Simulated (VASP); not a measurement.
# Sn in VASP: a series of runs, part 2 of 2

VASP 6.6.1.

### Step 3. Relaxation of cell and atoms, PBE

This run uses another cell than the first one, of 29.85 Å³/atom, 0.725 times its volume.

The input, INCAR:

```
PREC     = Accurate       # precision mode
ENCUT    = 600            # plane-wave cutoff, eV
EDIFF    = 1E-6           # SCF threshold, eV
ISMEAR   = 0              # smearing method
SIGMA    = 0.1            # smearing width, eV
LREAL    = F              # projectors in reciprocal space
LASPH    = T              # aspherical terms in the spheres
NELM     = 60             # most SCF steps
ALGO     = Fast           # electronic algorithm
ISIF     = 3              # what is computed and relaxed
LWAVE    = F              # write WAVECAR
LCHARG   = F              # write CHGCAR
GGA      = PE             # functional
IBRION   = 2              # ionic algorithm
NSW      = 100            # ionic steps
EDIFFG   = -0.01          # ionic threshold
```

The input, KPOINTS:

```
Automatic mesh
0
Gamma
  18 18 18
```

The input, POSCAR:

```
Sn
1.0
    2.1158624837     -2.2360557574      0.0000000000
    2.1158624837      2.2360557574      0.0000000000
    0.0000000000      0.0000000000      3.1551158993
Sn
1
Direct
    0.5000000000      0.5000000000      0.5000000000
```

Potentials or basis: VASP PAW PBE potentials, release 64 (Sn_d).

On the command line:

```
$ cat potpaw_PBE.64/Sn_d/POTCAR > POTCAR
$ mpirun -np 1 vasp_std > vasp.out
```

OUTCAR:

```text
PREC = Accurate
   ENCUT = 600
   EDIFF = 1E-6
   ISMEAR = 0
   LREAL = F
   LASPH = T
   NELM = 60
   ISIF = 3
   GGA = PE
   IBRION = 2
   NSW = 100
   EDIFFG = -0.01

 ion  position               nearest neighbor table
   1  0.500  0.500  0.500-

  LATTYP: Found a base centered orthorhombic cell.
 ALAT       =     4.2317249674
 B/A-ratio  =     1.0568058060
 C/A-ratio  =     0.7455862381

  Lattice vectors:

 A1 = (   2.1158624837,  -2.2360557574,   0.0000000000)
 A2 = (   2.1158624837,   2.2360557574,   0.0000000000)
 A3 = (   0.0000000000,   0.0000000000,   3.1551158993)

Analysis of symmetry for initial positions (statically):
=====================================================================
 Subroutine PRICEL returns:
 Original cell was already a primitive cell.

 Routine SETGRP: Setting up the symmetry group for a
 base centered orthorhombic supercell.

 Subroutine GETGRP returns: Found  8 space group operations
 (whereof  8 operations were pure point group operations)
 out of a pool of  8 trial point group operations.

The static configuration has the point symmetry D_2h.

Analysis of symmetry for dynamics (positions and initial velocities):
=====================================================================
 Subroutine PRICEL returns:
 Original cell was already a primitive cell.

 Routine SETGRP: Setting up the symmetry group for a
 base centered orthorhombic supercell.

 Subroutine GETGRP returns: Found  8 space group operations
 (whereof  8 operations were pure point group operations)
 out of a pool of  8 trial point group operations.

The dynamic configuration has the point symmetry D_2h.

 Subroutine INISYM returns: Found  8 space group operations
 (whereof  8 operations are pure point group operations),
 and found     1 'primitive' translations

----------------------------------------------------------------------------------------

                                     Primitive cell

  volume of cell :      29.8549

  direct lattice vectors                    reciprocal lattice vectors
     2.115862484 -2.236055757  0.000000000     0.236310254 -0.223608020  0.000000000
     2.115862484  2.236055757  0.000000000     0.236310254  0.223608020  0.000000000
     0.000000000  0.000000000  3.155115899     0.000000000  0.000000000  0.316945568

  length of vectors
     3.078444315  3.078444315  3.155115899     0.325335338  0.325335338  0.316945568

  position of ions in fractional coordinates (direct lattice)
     0.500000000  0.500000000  0.500000000

  ion indices of the primitive-cell ions
   primitive index   ion index
                 1           1

----------------------------------------------------------------------------------------

 KPOINTS: Automatic mesh

Automatic generation of k-mesh.
 Grid dimensions read from file:
 generate k-points for:   18   18   18

 Generating k-lattice:

  Cartesian coordinates                     Fractional coordinates (reciprocal lattice)
     0.013128347 -0.012422668  0.000000000     0.055555556 -0.000000000  0.000000000
[... 58 lines left out ...]
   NELM   =     60;   NELMIN=  2; NELMDL= -5     # of ELM steps
   EDIFF  = 0.1E-05   stopping-criterion for ELM
   LREAL  =      F    real-space projection
   EDIFFG = -.1E-01   stopping-criterion for IOM
   NSW    =    100    number of steps for IOM
   IBRION =      2    ionic relax: 0-MD 1-quasi-New 2-CG
   NFREE  =      1    steps in history (QN), initial steepest desc. (CG)
   ISIF   =      3    stress and relaxation
   ISYM   =      2    0-nonsym 1-usesym 2-fastsym
   POTIM  = 0.5000    time-step for ionic-motion
   TEBEG  =    0.0;   TEEND  =   0.0 temperature during run
   PSTRESS=    0.0 pullay stress
   NELECT =      14.0000    total number of electrons
   NUPDOWN=      -1.0000    fix difference up-down
   EMIN   =  10.00;   EMAX   =-10.00  energy-range for DOS
   EFERMI =   0.00;   METHOD = LEGACY
   ISMEAR =     0;   SIGMA  =   0.10  broadening in eV -4-tet -1-fermi 0-gaus
   EFERMI_NEDOS =   21; number of points for ismear=-14 and -15
   IALGO  =     68    algorithm
   IMIX   =      4    mixing-type and parameters
     AMIX     =   0.40;   BMIX     =  1.00
     AMIX_MAG =   1.60;   BMIX_MAG =  1.00
  volume/ion in A,a.u.               =      29.85       201.47
  Fermi-wavevector in a.u.,A,eV,Ry     =   1.271879  2.403502 22.009813  1.617676
  Thomas-Fermi vector in A             =   2.404788
   LORBIT       =      0    0 simple, 1 ext, 2 COOP (PROOUT), +10 PAW based schemes
   GGA     = PE    functional components
   LHFCALC =     F    Hartree Fock is set to
   AEXX    =    0.0000 exact exchange contribution
   IVDW    =     0    specifies the selected vdW correction
   LEPSILON=     F    determine dielectric tensor
   LRPA    =     F    only Hartree local field effects (RPA)
 conjugate gradient relaxation of ions
 non-spin polarized calculation
 RMM-DIIS sequential band-by-band and
 Gauss-broadening in eV      SIGMA  =   0.10
  energy-cutoff  :      600.00
  volume of cell :       29.85
 maximum number of plane-waves:      1016
 NGX is ok and might be reduce to    28

--------------------------------------- Ionic step        1  -------------------------------------------

 number of electron      13.9999998 magnetization

 Free energy of the ion-electron system (eV)
  ---------------------------------------------------
  ext. energy  EPLUGINS =         0.00000000
  ---------------------------------------------------
  free energy    TOTEN  =        -3.77063307 eV

  energy without entropy =       -3.76822840  energy(sigma->0) =       -3.76943074

------------------------ aborting loop because EDIFF is reached ----------------------------------------

  FORCE on cell =-STRESS in cart. coord.  units (eV):
  Direction    XX          YY          ZZ          XY          YZ          ZX
  --------------------------------------------------------------------------------------
  -------------------------------------------------------------------------------------
  Total        0.0617979     -0.0000718     -0.4232900      0.0000000      0.0000000      0.0000000
  in kB        3.3164175     -0.0038508    -22.7160713      0.0000000      0.0000000      0.0000000
  external PRESSURE =      -6.4678349 kB  Pullay stress =       0.0000000 kB
[... 86 lines left out ...]
  FREE ENERGIE OF THE ION-ELECTRON SYSTEM (eV)
  ---------------------------------------------------
  free  energy   TOTEN  =        -3.7750667230 eV

  energy  without entropy=       -3.7724517198  energy(sigma->0) =       -3.77375922

[... ionic steps 4 to 12 ...]

--------------------------------------- Ionic step       13  -------------------------------------------

 number of electron      13.9999995 magnetization

------------------------ aborting loop because EDIFF is reached ----------------------------------------
[... 65 lines left out ...]
--------------------------------------- Ionic step       15  -------------------------------------------

 number of electron      13.9999995 magnetization

 Free energy of the ion-electron system (eV)
  ---------------------------------------------------
  ext. energy  EPLUGINS =         0.00000000
  ---------------------------------------------------
  free energy    TOTEN  =        -3.77586282 eV

  energy without entropy =       -3.77361487  energy(sigma->0) =       -3.77473885

 E-fermi :   6.9265     XC(G=0):  -9.8866

 val. band max:        6.9129350939   @ k =   0.2778   0.1111   0.2778
 cond. band min:       6.9784446038   @ k =  -0.3889   0.3333   0.1111
 fundamental gap:      0.0655095100
 Fermi energy:         6.9265313044

 k-point     1 :       0.0000    0.0000    0.0000
  band No.  band energies     occupation
      1     -14.6319      2.00000
      2     -14.6318      2.00000
      3     -14.2692      2.00000
      4     -14.2692      2.00000
      5     -14.2691      2.00000
      6      -3.6638      2.00000
      7      12.2058      0.00000
      8      12.2060      0.00000
      9      12.2084      0.00000
     10      15.5186      0.00000
     11      15.5201      0.00000
[... 309 lines left out ...]
 k-point    24 :      -0.2222    0.0556    0.0000
  band No.  band energies     occupation
      1     -14.6180      2.00000
      2     -14.5091      2.00000
      3     -14.3116      2.00000
      4     -14.3080      2.00000
      5     -14.2688      2.00000
      6      -2.8448      2.00000
      7       7.2997      0.00000
      8      12.2778      0.00000
      9      13.0488      0.00000
     10      16.3967      0.00000
     11      17.3758      0.00000

 [... further k-points ...]
[... 5 lines left out ...]
  --------------------------------------------------------------------------------------
  -------------------------------------------------------------------------------------
  Total       -0.0066071     -0.0050174     -0.0014816     -0.0000000      0.0000000      0.0000000
  in kB       -0.3599863     -0.2733707     -0.0807254     -0.0000000      0.0000000      0.0000000
  external PRESSURE =      -0.2380275 kB  Pullay stress =       0.0000000 kB
[... 16 lines left out ...]
  FREE ENERGIE OF THE ION-ELECTRON SYSTEM (eV)
  ---------------------------------------------------
  free  energy   TOTEN  =        -3.7758628244 eV

  energy  without entropy=       -3.7736148745  energy(sigma->0) =       -3.77473885

 reached required accuracy - stopping structural energy minimisation
```

Run time: 42 min. Hardware: 1 thread of Intel Xeon 6975P-C, shared host; peak memory 0.51 GiB.

What came out:

- Free energy: -3.7759 eV
- Relaxed volume: 29.41 Å³/atom
- Relaxed cell: a = 3.087 Å, b = 3.087 Å, c = 3.086 Å, α = 90.00°, β = 90.00°, γ = 90.00°
- Space group after relaxing (to 0.05 Å): Pm-3m (No. 221)
- Energy gained by relaxing: 5.2 meV/atom
- Ionic steps: 15
- Pressure after relaxing: 0.0 GPa
- Band gap on the k mesh: zero (band 7 reaches 12.21 eV, above the bottom of band 8 at 4.84 eV)

The path:
```csv
step,energy change (eV),largest force (eV/Å),pressure (GPa),volume (Å³)
1,0.0000,0.0000,-0.65,29.85
2,-0.0044,0.0000,0.13,29.33
3,-0.0044,0.0000,0.10,29.34
4,-0.0045,0.0000,0.07,29.41
5,-0.0044,0.0000,-0.26,29.63
6,-0.0045,0.0000,-0.32,29.52
7,-0.0045,0.0000,-0.15,29.46
8,-0.0046,0.0000,-0.11,29.46
9,-0.0047,0.0000,-0.07,29.46
10,-0.0050,0.0000,-0.07,29.45
11,-0.0051,0.0000,-0.03,29.42
12,-0.0051,0.0000,-0.05,29.44
13,-0.0051,0.0000,-0.03,29.43
14,-0.0052,0.0000,-0.01,29.40
15,-0.0052,0.0000,-0.02,29.41
```

Final structure:
```cif
data_structure
_symmetry_space_group_name_H-M 'P 1'
_symmetry_Int_Tables_number 1
_cell_length_a 3.0867
_cell_length_b 3.0867
_cell_length_c 3.0864
_cell_angle_alpha 90.000
_cell_angle_beta 90.000
_cell_angle_gamma 89.997
_cell_volume 29.41
loop_
_atom_site_label
_atom_site_type_symbol
_atom_site_fract_x
_atom_site_fract_y
_atom_site_fract_z
_atom_site_occupancy
Sn1 Sn 0.50000 0.50000 0.50000 1
```

Caveat: spin-orbit coupling is left out, which moves the levels of the heavy elements.

### Step 4. Single point, PBE

This run uses another cell than the first one: it holds 2 atoms, not 1.

The input, INCAR:

```
SYSTEM = Sn
PREC = Accurate
ENCUT = 520
EDIFF = 1E-6
ISMEAR = 0
SIGMA = 0.1
LREAL = .FALSE.
LASPH = .TRUE.
NELM = 100
ALGO = Normal
ISIF = 2
LWAVE = .FALSE.
LCHARG = .TRUE.
GGA = PE
LELF = .TRUE.
LVHAR = .TRUE.
NBANDS = 21
```

The input, KPOINTS:

```
regular mesh
0
G
  4 6 4
  0 0 0
```

The input, POSCAR:

```
Sn
1.0
    4.4721115149      0.0000000000      0.0000000000
    0.0000000000      3.1551158993      0.0000000000
    0.0000000000      0.0000000000      4.2317249674
Sn
2
Direct
    0.2500000000      0.5000000000      0.7500476196
    0.7500000000      0.5000000000      0.2499523804
```

On the command line:

```
$ cat potpaw_PBE.64/Sn_d/POTCAR > POTCAR
$ mpirun -np 1 vasp_std > vasp.out
```

Wall time 28 s (1 thread of Intel Xeon Platinum 8488C (Sapphire Rapids), shared host); peak memory 0.18 GiB.

It converged, with:

```
Free energy            : -7.4882 eV
Pressure               : -0.1 GPa
Band gap on the k mesh : zero (band 14 reaches 7.81 eV, above the bottom of band 15 at 4.84 eV)
```

Stress tensor (GPa, compression positive):
```
 0.13  0.00  0.00
 0.00 -0.40  0.00
 0.00  0.00  0.00
```

Levels at points of the mesh, in eV from the Fermi level:
| k point | band 11 | band 12 | band 13 | band 14 | band 15 | band 16 | band 17 | band 18 |
| --- | --- | --- | --- | --- | --- | --- | --- | --- |
| (0.00, 0.00, 0.00) | -10.42 | -4.26 | -2.24 | -1.53 | 3.12 | 4.80 | 5.46 | 5.68 |
| (0.50, 0.00, 0.00) | -8.54 | -8.54 | 0.73 | 0.73 | 1.49 | 1.49 | 6.71 | 6.71 |
| (0.00, 0.50, 0.00) | -7.75 | -4.29 | -1.00 | -0.17 | 0.46 | 0.53 | 5.61 | 5.88 |
| (0.50, 0.50, 0.00) | -5.89 | -5.89 | -2.51 | -2.51 | 2.90 | 2.90 | 4.29 | 4.29 |
| (0.00, 0.00, 0.50) | -8.36 | -8.36 | 0.26 | 0.27 | 0.81 | 0.81 | 6.87 | 6.87 |
| (0.50, 0.00, 0.50) | -7.41 | -7.41 | -4.30 | -4.30 | 7.31 | 7.31 | 7.93 | 7.93 |
| (0.00, 0.50, 0.50) | -5.70 | -5.70 | -2.35 | -2.35 | 2.44 | 2.44 | 3.56 | 3.56 |
| (0.50, 0.50, 0.50) | -4.58 | -4.58 | -2.14 | -2.14 | -1.85 | -1.85 | 2.98 | 2.98 |

Caveat: the k points lie up to 0.37 Å⁻¹ apart; spin-orbit coupling is left out, which moves the levels of the heavy elements.

### Step 5. The runs side by side

| task | cell | k mesh | cutoff (eV) | gap on the mesh (eV) | pressure (GPa) | relaxed volume (Å³/atom) |
| --- | --- | --- | --- | --- | --- | --- |
| relaxation of cell and atoms | relaxed from a = 3.300, b = 3.300, c = 4.543 Å, angles 90.0, 90.0, 123.7°, 1 atom | 20 × 20 × 12 | 600 | none | 0.0 | 28.45 |
| relaxation of cell and atoms | relaxed from a = 3.078, b = 3.078, c = 3.155 Å, angles 90.0, 90.0, 93.2°, 1 atom | 18 × 18 × 18 | 600 | none | 0.0 | 29.41 |
| single point | a = 4.472, b = 3.155, c = 4.232 Å, 2 atoms | 4 × 6 × 4 | 520 | none | -0.1 | - |

Alike in all rows: level PBE; potentials or basis VASP PAW PBE potentials, release 64 (Sn_d); no spin polarisation; smearing gaussian 0.1 eV.

Caveats: some runs use coarse meshes; spin-orbit coupling is left out, which moves the levels of the heavy elements; the volume moved by over 15 % at a fixed basis, so the end points are rough (some runs).

Absolute energies hang on the potentials; compare differences alone.
